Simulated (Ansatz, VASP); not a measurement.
**CdSe in VASP and in Ansatz**

```
Cd Se
1.0
     0.00000    3.07027    3.07027
     3.07027    0.00000    3.07027
     3.07027    3.07027    0.00000
Cd Se
1 1
Cartesian
  0.0000 0.0000 0.0000
  1.5351 1.5351 1.5351
```

Alike in both runs: task single point; functional PBE-based global hybrid with a share of 0.25 of exact exchange; k mesh 4 × 4 × 4; occupations fermi-dirac, width 0.05 eV; no spin polarisation.

```csv
,VASP,Ansatz
version,VASP 6.6.1,Ansatz 0.2.0
potentials or method,"VASP PAW PBE potentials, release 64 (Cd, Se)",Ansatz PAW
plane-wave cutoff (eV),520,420
valence electrons in the cell,18,36
```

```csv
,VASP,Ansatz,Ansatz less VASP
gap on the k mesh at the Fermi level (eV),2.18,2.14,-0.047
least direct gap on the mesh (eV),2.18,2.14,-0.047
pressure (GPa),0.2,0.1,-0.09
```

VASP's potentials were made for PBE, not for PBE-based global hybrid. With one functional, cell and mesh, what is left measures potentials, basis and numerics. VASP's potentials hold 18 valence electrons a cell and Ansatz's 36, so a difference there can come from the potentials and not from the codes.

The k mesh is coarse, so the values compare programs but aren't converged.
